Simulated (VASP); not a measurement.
# HfO2 in VASP: further runs

HfO2 is run at these levels: PBE; tasks: single point.

Everything below comes from runs of VASP 6.6.1. Logs are shortened: lines on timing, memory, paths and dates and some standing lists are left out, and cuts for length are marked.

## (1) The cell of the first run

Symmetry: Pmmn, No. 59, orthorhombic system. Conventional cell: a = 3.571 Å, b = 3.658 Å, c = 5.260 Å, α = 90.00°, β = 90.00°, γ = 90.00°. Within 2.7 Å of Hf (site symmetry mm2) lie 8 O at 2.06 to 2.45 Å. O (site symmetry mm2) has 4 Hf at 2.08 to 2.40 Å and 6 O at 2.62 to 2.64 Å within 2.8 Å. O (site symmetry mm2) has 4 Hf at 2.06 to 2.45 Å and 6 O at 2.62 to 2.64 Å within 2.7 Å.

## (2) Single point, PBE (uniaxial strain along a: +1.5 %, then relaxed in part)

INCAR reads:

```
SYSTEM = HfO2
PREC = Accurate ; ENCUT = 520
EDIFF = 1E-6 ; ISMEAR = 0
SIGMA = 0.02 ; LREAL = .False.
LASPH = .True. ; NELM = 80
ALGO = Normal ; ISIF = 2
LWAVE = .False. ; LCHARG = .False.
GGA = PE ; NBANDS = 31
```

KPOINTS reads:

```
Automatic mesh
0
Gamma
  6 6 4
  0 0 0
```

POSCAR reads:

```
HfO2
1.0
    3.6583693558      0.0000000000      0.0000000000
    0.0000000000      3.5714283516      0.0000000000
    0.0000000000      0.0000000000      5.2596832263
Hf O
2 4
Direct
    0.5000000000      0.5000000000      0.5022286822
    0.0000000000      0.0000000000     -0.0022286822
    0.0000000000      0.5000000000      0.6919751055
    0.5000000000      0.0000000000      0.8080248945
    0.5000000000      0.0000000000      0.3065335262
    0.0000000000      0.5000000000      0.1934664738
```

Potentials or basis: VASP PAW PBE potentials, release 64 (Hf_pv, O).

Run with:

```
cat potpaw_PBE.64/Hf_pv/POTCAR potpaw_PBE.64/O/POTCAR > POTCAR
mpirun -np 1 vasp_std > vasp.out
```

OUTCAR:

```text
SYSTEM = HfO2
   PREC = Accurate
   ENCUT = 520
   EDIFF = 1E-6
   ISMEAR = 0
   LREAL = .False.
   LASPH = .True.
   NELM = 80
   ISIF = 2
   GGA = PE

 ion  position               nearest neighbor table
   1  0.500  0.500  0.502-   5 2.06   5 2.06   3 2.08   3 2.08   4 2.40   4 2.40   6 2.45   6 2.45
                             2 3.65   2 3.65   2 3.65   2 3.65   2 3.68   2 3.68   2 3.68   2 3.68
   2  0.000  0.000  0.998-   6 2.06   6 2.06   4 2.08   4 2.08   3 2.40   3 2.40   5 2.45   5 2.45
                             1 3.65   1 3.65   1 3.65   1 3.65   1 3.68   1 3.68   1 3.68   1 3.68
   3  0.000  0.500  0.692-   1 2.08   1 2.08   2 2.40   2 2.40
   4  0.500  0.000  0.808-   2 2.08   2 2.08   1 2.40   1 2.40
   5  0.500  0.000  0.307-   1 2.06   1 2.06   2 2.45   2 2.45
   6  0.000  0.500  0.193-   2 2.06   2 2.06   1 2.45   1 2.45

  LATTYP: Found a simple orthorhombic cell.
 ALAT       =     3.5714283516
 B/A-ratio  =     1.0243434827
 C/A-ratio  =     1.4727113940

  Lattice vectors:

 A1 = (   0.0000000000,  -3.5714283516,   0.0000000000)
 A2 = (   3.6583693558,   0.0000000000,   0.0000000000)
 A3 = (   0.0000000000,   0.0000000000,   5.2596832263)

Analysis of symmetry for initial positions (statically):
=====================================================================
 Subroutine PRICEL returns:
 Original cell was already a primitive cell.

 Routine SETGRP: Setting up the symmetry group for a
 simple orthorhombic supercell.

 Subroutine GETGRP returns: Found  8 space group operations
 (whereof  4 operations were pure point group operations)
 out of a pool of  8 trial point group operations.

The static configuration has the point symmetry C_2v.
 The point group associated with its full space group is D_2h.

Analysis of symmetry for dynamics (positions and initial velocities):
=====================================================================
 Subroutine PRICEL returns:
 Original cell was already a primitive cell.

 Routine SETGRP: Setting up the symmetry group for a
 simple orthorhombic supercell.

 Subroutine GETGRP returns: Found  8 space group operations
 (whereof  4 operations were pure point group operations)
 out of a pool of  8 trial point group operations.

The dynamic configuration has the point symmetry C_2v.
 The point group associated with its full space group is D_2h.

 Subroutine INISYM returns: Found  8 space group operations
 (whereof  4 operations are pure point group operations),
 and found     1 'primitive' translations

----------------------------------------------------------------------------------------

                                     Primitive cell

  volume of cell :      68.7209

  direct lattice vectors                    reciprocal lattice vectors
     3.658369356  0.000000000  0.000000000     0.273345828  0.000000000  0.000000000
     0.000000000  3.571428352  0.000000000     0.000000000  0.280000017  0.000000000
     0.000000000  0.000000000  5.259683226     0.000000000  0.000000000  0.190125518

  length of vectors
     3.658369356  3.571428352  5.259683226     0.273345828  0.280000017  0.190125518

  position of ions in fractional coordinates (direct lattice)
     0.500000000  0.500000000  0.502228682
     0.000000000  0.000000000  0.997771318
     0.000000000  0.500000000  0.691975105
     0.500000000  0.000000000  0.808024895
     0.500000000  0.000000000  0.306533526
     0.000000000  0.500000000  0.193466474

  ion indices of the primitive-cell ions
   primitive index   ion index
                 1           1
                 2           2
                 3           3
                 4           4
                 5           5
                 6           6

----------------------------------------------------------------------------------------

 KPOINTS: Automatic mesh

Automatic generation of k-mesh.
 Grid dimensions read from file:
 generate k-points for:    6    6    4

 Generating k-lattice:

  Cartesian coordinates                     Fractional coordinates (reciprocal lattice)
[... 55 lines left out ...]

 k-point     2 :       0.1667    0.0000    0.0000
  band No.  band energies     occupation
      1     -26.3153      2.00000
      2     -26.0839      2.00000
      3     -26.0146      2.00000
      4     -26.0025      2.00000
      5     -26.0016      2.00000
      6     -25.9275      2.00000
[... 23 lines left out ...]
     30      12.0689      0.00000
     31      12.6484      0.00000

 k-point     3 :       0.3333    0.0000    0.0000
  band No.  band energies     occupation
      1     -26.2424      2.00000
      2     -26.1803      2.00000
      3     -26.1267      2.00000
      4     -26.0597      2.00000
      5     -25.9819      2.00000
      6     -25.9385      2.00000
[... 23 lines left out ...]
     30      11.6042      0.00000
     31      12.1905      0.00000

 k-point     4 :       0.5000    0.0000    0.0000
  band No.  band energies     occupation
      1     -26.2185      2.00000
      2     -26.2185      2.00000
      3     -26.1329      2.00000
      4     -26.1329      2.00000
      5     -25.9578      2.00000
      6     -25.9578      2.00000
[... 23 lines left out ...]
     30      11.8433      0.00000
     31      12.5657      0.00000

 k-point     5 :       0.0000    0.1667    0.0000
  band No.  band energies     occupation
      1     -26.3120      2.00000
      2     -26.0826      2.00000
      3     -26.0206      2.00000
      4     -26.0069      2.00000
      5     -26.0018      2.00000
      6     -25.9405      2.00000
[... 23 lines left out ...]
     30      11.6311      0.00000
     31      12.8960      0.00000
[... 542 lines left out ...]
     30      11.7481      0.00000
     31      12.6459      0.00000

 k-point    22 :       0.1667    0.1667    0.2500
  band No.  band energies     occupation
      1     -26.2643      2.00000
      2     -26.1222      2.00000
      3     -26.0765      2.00000
      4     -26.0268      2.00000
      5     -25.9856      2.00000
      6     -25.9845      2.00000
[... 23 lines left out ...]
     30      11.9448      0.00000
     31      12.3074      0.00000

 k-point    23 :       0.3333    0.1667    0.2500
  band No.  band energies     occupation
      1     -26.2562      2.00000
      2     -26.1972      2.00000
      3     -26.1346      2.00000
      4     -26.0370      2.00000
      5     -26.0145      2.00000
      6     -25.9974      2.00000
[... 23 lines left out ...]
     30      11.8715      0.00000
     31      12.2288      0.00000

 k-point    24 :       0.5000    0.1667    0.2500
  band No.  band energies     occupation
      1     -26.2664      2.00000
      2     -26.2664      2.00000
      3     -26.0883      2.00000
      4     -26.0883      2.00000
      5     -26.0067      2.00000
      6     -26.0067      2.00000
[... 23 lines left out ...]
     30      11.8530      0.00000
     31      12.3388      0.00000

 [... further k-points ...]
[... 5 lines left out ...]
  --------------------------------------------------------------------------------------
  -------------------------------------------------------------------------------------
  Total       -2.6299589     -1.3862779     -1.2720710      0.0000000      0.0000000      0.0000000
  in kB      -61.3155277    -32.3200328    -29.6573840      0.0000000      0.0000000      0.0000000
  external PRESSURE =     -41.0976482 kB  Pullay stress =       0.0000000 kB

 VOLUME and BASIS-vectors are now :
 -----------------------------------------------------------------------------
  energy-cutoff  :      520.00
  volume of cell :       68.72
      direct lattice vectors                 reciprocal lattice vectors
     3.658369356  0.000000000  0.000000000     0.273345828  0.000000000  0.000000000
     0.000000000  3.571428352  0.000000000     0.000000000  0.280000017  0.000000000
     0.000000000  0.000000000  5.259683226     0.000000000  0.000000000  0.190125518

 POSITION                                       TOTAL-FORCE (eV/Angst)
 -----------------------------------------------------------------------------------
      1.82918      1.78571      2.64156         0.000000      0.000000     -0.000055
      0.00000      0.00000      5.24796         0.000000      0.000000      0.000055
      0.00000      1.78571      3.63957         0.000000      0.000000     -0.037004
      1.82918      0.00000      4.24995         0.000000      0.000000      0.037004
      1.82918      0.00000      1.61227         0.000000      0.000000      0.061850
      0.00000      1.78571      1.01757         0.000000      0.000000     -0.061850
 -----------------------------------------------------------------------------------
    total drift:                                0.000000     -0.000000     -0.000000

  FREE ENERGIE OF THE ION-ELECTRON SYSTEM (eV)
  ---------------------------------------------------
  free  energy   TOTEN  =       -60.6795209340 eV

  energy  without entropy=      -60.6795209340  energy(sigma->0) =      -60.67952093
```

Run time: 48 s. Hardware: 1 thread of AMD EPYC 9R45 (Zen 5), shared host; peak memory 0.2 GiB.

What came out:

```yaml
Free_energy: -60.6795 eV
Pressure: -4.1 GPa
Largest_force: 0.062 eV/Å
Band_gap_on_the_k_mesh: 4.58 eV (least direct gap 4.65 eV)
```

Forces in eV/Å, atoms in the order of the input:
```
Hf   0.000  0.000  0.000
Hf   0.000  0.000  0.000
O    0.000  0.000 -0.037
O    0.000  0.000  0.037
O    0.000  0.000  0.062
O    0.000  0.000 -0.062
```

Stress tensor (GPa, compression positive):
```
-6.13  0.00  0.00
 0.00 -3.23  0.00
 0.00  0.00 -2.97
```

Caveat: the cell differs from its parent crystal (uniaxial strain along a: +1.5 %, then relaxed in part); the cell stands under tension; spin-orbit coupling is left out, which moves the levels of the heavy elements.

## (3) Single point, PBE

INCAR reads:

```
PREC     = Accurate       # precision mode
ENCUT    = 520            # plane-wave cutoff, eV
EDIFF    = 1E-6           # SCF threshold, eV
ISMEAR   = 0              # smearing method
SIGMA    = 0.02           # smearing width, eV
LREAL    = F              # projectors in reciprocal space
LASPH    = T              # aspherical terms in the spheres
NELM     = 80             # most SCF steps
ALGO     = Normal         # electronic algorithm
ISIF     = 2              # what is computed and relaxed
LWAVE    = F              # write WAVECAR
LCHARG   = T              # write CHGCAR
GGA      = PE             # functional
LELF     = T              # ELF
LVHAR    = T            
NBANDS   = 31             # bands
```

KPOINTS reads:

```
Automatic mesh
0
Gamma
  6 6 4
```

POSCAR is that of step 2.

Potentials or basis: VASP PAW PBE potentials, release 64 (Hf_pv, O).

Run with:

```
cat potpaw_PBE.64/Hf_pv/POTCAR potpaw_PBE.64/O/POTCAR > POTCAR
mpirun -np 1 vasp_std > vasp.out
```

It took 52 s on 1 thread of AMD EPYC 9R45 (Zen 5), shared host; peak memory 0.2 GiB.

It converged, with:

```yaml
Free_energy: -60.6795 eV
Pressure: -4.1 GPa
Largest_force: 0.062 eV/Å
Band_gap_on_the_k_mesh: 4.58 eV (least direct gap 4.65 eV)
```

Forces on the atoms (eV/Å):
```
Hf   0.000  0.000  0.000
Hf   0.000  0.000  0.000
O    0.000  0.000 -0.037
O    0.000  0.000  0.037
O    0.000  0.000  0.062
O    0.000  0.000 -0.062
```

Stress tensor (GPa, compression positive):
```
-6.13  0.00  0.00
 0.00 -3.23  0.00
 0.00  0.00 -2.97
```

Levels at points of the mesh, in eV from the valence-band top:
```
           k point  band 19  band 20  band 21  band 22  band 23  band 24  band 25  band 26
(0.00, 0.00, 0.00)    -0.81    -0.18    -0.17    -0.07     4.58     4.59     5.73     5.90
(0.50, 0.00, 0.00)    -1.44    -1.44    -0.13    -0.13     4.86     4.86     5.96     5.96
(0.00, 0.50, 0.00)    -1.41    -1.41    -0.22    -0.22     5.02     5.02     5.87     5.87
(0.50, 0.50, 0.00)    -0.74    -0.74    -0.72    -0.72     5.64     5.64     5.91     5.91
(0.00, 0.00, 0.50)    -0.78    -0.76    -0.11     0.00     5.15     5.21     5.50     5.52
(0.50, 0.00, 0.50)    -1.39    -1.39    -0.93    -0.93     4.99     4.99     5.51     5.51
(0.00, 0.50, 0.50)    -1.45    -1.45    -0.94    -0.94     5.13     5.13     5.42     5.42
(0.50, 0.50, 0.50)    -1.52    -1.52    -0.17    -0.17     5.70     5.70     6.18     6.18
```

Caveat: the cell stands under tension; spin-orbit coupling is left out, which moves the levels of the heavy elements.

## (4) Single point, PBE (uniaxial strain along a: +1.5 %)

INCAR reads:

```
SYSTEM = HfO2
ALGO     = Normal         ! electronic algorithm
EDIFF    = 1E-7           ! SCF threshold, eV
ENCUT    = 520            ! plane-wave cutoff, eV
GGA      = PE             ! functional
ISIF     = 2              ! what is computed and relaxed
ISMEAR   = 0              ! smearing method
LASPH    = .TRUE.         ! aspherical terms in the spheres
LCHARG   = .FALSE.        ! write CHGCAR
LREAL    = .FALSE.        ! projectors in reciprocal space
LWAVE    = .FALSE.        ! write WAVECAR
NBANDS   = 31             ! bands
NELM     = 60             ! most SCF steps
PREC     = Accurate       ! precision mode
SIGMA    = 0.02           ! smearing width, eV
```

KPOINTS reads:

```
k-points
0
G
  6 6 4
  0 0 0
```

POSCAR reads:

```
HfO2
1.0
    3.6583693558      0.0000000000      0.0000000000
    0.0000000000      3.5907886411      0.0000000000
    0.0000000000      0.0000000000      5.2442273860
Hf O
2 4
Direct
    0.5000000000      0.5000000000      0.5000000000
    0.0000000000      0.0000000000      0.0000000000
    0.0000000000      0.5000000000      0.6932520948
    0.5000000000      0.0000000000      0.8067479052
    0.5000000000      0.0000000000      0.3067479052
    0.0000000000      0.5000000000      0.1932520948
```

Run with:

```
cat potpaw_PBE.64/Hf_pv/POTCAR potpaw_PBE.64/O/POTCAR > POTCAR
mpirun -np 1 vasp_std > vasp.out
```

Run time: 57 s. Hardware: 1 thread of AMD EPYC 9R45 (Zen 5), shared host; peak memory 0.2 GiB.

Results (log left out):

```
Free energy            : -60.6691 eV
Pressure               : -4.9 GPa
Largest force          : 0.367 eV/Å
Band gap on the k mesh : 4.57 eV (least direct gap 4.65 eV)
```

Forces on the atoms (eV/Å):
```
Hf   0.000  0.000  0.367
Hf   0.000  0.000 -0.367
O    0.000  0.000 -0.170
O    0.000  0.000  0.170
O    0.000  0.000 -0.067
O    0.000  0.000  0.067
```

Stress tensor (GPa, compression positive):
```
-8.19  0.00  0.00
 0.00 -3.96  0.00
 0.00  0.00 -2.61
```

Levels at points of the mesh, in eV from the valence-band top:
```tsv
k point	band 18	band 19	band 20	band 21	band 22	band 23	band 24	band 25	band 26	band 27
(0.00, 0.00, 0.00)	-1.22	-0.72	-0.14	-0.10	-0.08	4.57	4.60	5.70	5.91	6.34
(0.50, 0.00, 0.00)	-2.00	-1.41	-1.41	-0.10	-0.10	4.89	4.89	5.93	5.93	7.08
(0.00, 0.50, 0.00)	-2.18	-1.38	-1.38	-0.13	-0.13	4.97	4.97	5.92	5.92	7.12
(0.50, 0.50, 0.00)	-1.07	-0.68	-0.68	-0.66	-0.66	5.61	5.61	5.94	5.94	6.79
(0.00, 0.00, 0.50)	-2.59	-0.79	-0.67	-0.07	0.00	5.17	5.18	5.51	5.53	8.29
(0.50, 0.00, 0.50)	-1.83	-1.34	-1.34	-0.93	-0.93	5.05	5.05	5.49	5.49	6.99
(0.00, 0.50, 0.50)	-1.85	-1.43	-1.43	-0.90	-0.90	5.08	5.08	5.46	5.46	7.14
(0.50, 0.50, 0.50)	-1.78	-1.49	-1.49	-0.15	-0.15	5.69	5.69	6.19	6.19	6.82
```

Caveat: the cell differs from its parent crystal (uniaxial strain along a: +1.5 %); the cell stands under tension; spin-orbit coupling is left out, which moves the levels of the heavy elements.

## (5) Single point, PBE

This run uses another cell than the first one, of 11.40 Å³/atom.

INCAR reads:

```
PREC = Accurate
ENCUT = 520
EDIFF = 1E-6
ISMEAR = 0
SIGMA = 0.05
LREAL = False
LASPH = True
NELM = 100
ALGO = Normal
ISIF = 2
LWAVE = False
LCHARG = False
GGA = PE
NBANDS = 31
```

KPOINTS reads:

```
Automatic mesh
0
Gamma
  6 6 4
```

POSCAR reads:

```
HfO2
1.0
    3.6043047997      0.0000000000      0.0000000000
    0.0000000000      3.6043047997      0.0000000000
    0.0000000000      0.0000000000      5.2639671207
Hf O
2 4
Direct
    0.5000000000      0.5000000000      0.5000000000
    0.0000000000      0.0000000000      0.0000000000
    0.0000000000      0.5000000000      0.6932521145
    0.5000000000      0.0000000000      0.8067478855
    0.5000000000      0.0000000000      0.3067478855
    0.0000000000      0.5000000000      0.1932521145
```

Run with:

```
cat potpaw_PBE.64/Hf_pv/POTCAR potpaw_PBE.64/O/POTCAR > POTCAR
mpirun -np 1 vasp_std > vasp.out
```

It took 75 s on 1 thread of AMD EPYC 7R13, shared host; peak memory 0.18 GiB.

Results (log left out):

| Item | Value |
| --- | --- |
| Free energy | -60.6947 eV |
| Pressure | -3.1 GPa |
| Largest force | 0.049 eV/Å |
| Band gap on the k mesh | 4.65 eV (least direct gap 4.72 eV) |

Forces in eV/Å, atoms in the order of the input:
```
Hf   0.000  0.000  0.000
Hf   0.000  0.000  0.000
O    0.000  0.000 -0.049
O    0.000  0.000  0.049
O    0.000  0.000  0.049
O    0.000  0.000 -0.049
```

Stress tensor (GPa, compression positive):
```
-3.18  0.00  0.00
 0.00 -3.18  0.00
 0.00  0.00 -3.00
```

Levels at points of the mesh, in eV from the valence-band top:
```
           k point  band 19  band 20  band 21  band 22  band 23  band 24  band 25  band 26
(0.00, 0.00, 0.00)    -0.79    -0.15    -0.07    -0.07     4.65     4.66     5.83     5.98
(0.50, 0.00, 0.00)    -1.39    -1.39    -0.15    -0.15     5.02     5.02     5.98     5.98
(0.50, 0.50, 0.00)    -0.73    -0.73    -0.66    -0.66     5.72     5.72     5.96     5.96
(0.00, 0.00, 0.50)    -0.71    -0.71     0.00     0.00     5.25     5.25     5.57     5.57
(0.50, 0.00, 0.50)    -1.38    -1.38    -0.90    -0.90     5.13     5.13     5.52     5.52
(0.50, 0.50, 0.50)    -1.45    -1.45    -0.11    -0.11     5.78     5.78     6.22     6.22
```

Caveat: the cell stands under tension; spin-orbit coupling is left out, which moves the levels of the heavy elements. A k mesh can miss the band edges.

## (6) The runs side by side

```csv
cell,smearing,gap on the mesh (eV),pressure (GPa),largest force (eV/Å)
"a = 3.658, b = 3.571, c = 5.260 Å, 6 atoms, atomic positions A",gaussian 0.02 eV,4.58,-4.1,0.06
"a = 3.658, b = 3.591, c = 5.244 Å, 6 atoms, atomic positions B",gaussian 0.02 eV,4.57,-4.9,0.37
"a = 3.604, b = 3.604, c = 5.264 Å, 6 atoms, atomic positions B",gaussian 0.05 eV,4.65,-3.1,0.05
```

Alike in all rows: task single point; level PBE; potentials or basis VASP PAW PBE potentials, release 64 (Hf_pv, O); no spin polarisation; k mesh 6 × 6 × 4; cutoff (eV) 520.

Caveats: the cell stands under tension; spin-orbit coupling is left out, which moves the levels of the heavy elements.

Absolute energies hang on the potentials; compare differences alone.
